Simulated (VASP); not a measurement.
Wanted: the native input for a VASP 6.6.1 run.

| Quantity | Value |
| --- | --- |
| Task | single point |
| Functional | PBE |
| Potentials or basis | VASP PAW PBE potentials, release 64 (Pb_d, Te) |
| Cutoff | 520 eV |
| k mesh | 4 × 4 × 4 |
| Occupations | gaussian, width 0.01 eV |
| Spin | no spin polarisation |
| Dipole correction | no |
| Further INCAR settings | ALGO = Normal; EDIFF = 1e-06; NBANDS = 17 |

The structure of TePb lies in POSCAR:

```
TePb
1.0
    0.0000000000      3.2678368488      3.1371233749
    3.2678368488      0.0000000000      3.1371233749
    3.2678368488      3.2678368488      0.0000000000
Pb Te
1 1
Direct
    0.0000000000      0.0000000000      0.0000000000
    0.5000000000      0.5000000000      0.5000000000
```

This cell differs from its parent crystal: uniaxial z strain -4.0%.

One way to write it, as run:

INCAR

```
SYSTEM = TePb
  PREC = Accurate
  ENCUT = 520
  EDIFF = 1E-6
  ISMEAR = 0
  SIGMA = 0.01
  LREAL = .False.
  LASPH = .True.
  NELM = 80
  ALGO = Normal
  ISIF = 2
  LWAVE = .False.
  LCHARG = .False.
  GGA = PE
  NBANDS = 17
```

KPOINTS

```
Automatic mesh
0
Gamma
  4 4 4
  0 0 0
```

Potentials or basis: VASP PAW PBE potentials, release 64 (Pb_d, Te).

Run with:

```console
$ cat potpaw_PBE.64/Pb_d/POTCAR potpaw_PBE.64/Te/POTCAR > POTCAR
$ mpirun -np 1 vasp_std > vasp.out
```

Results of the run:

* Pressure: 2.7 GPa
* Band gap on the k mesh: 0.63 eV, direct

Caveat: the k points lie up to 0.42 Å⁻¹ apart; the cell differs from its parent crystal (uniaxial z strain -4.0%); spin-orbit coupling is left out, which moves the levels of the heavy elements.

It took 16 s on 1 thread of Intel(R) Xeon(R) Platinum 8259CL CPU @ 2.50GHz (Skylake/Cascade Lake), with other jobs on the host, peak memory 0.2 GiB.
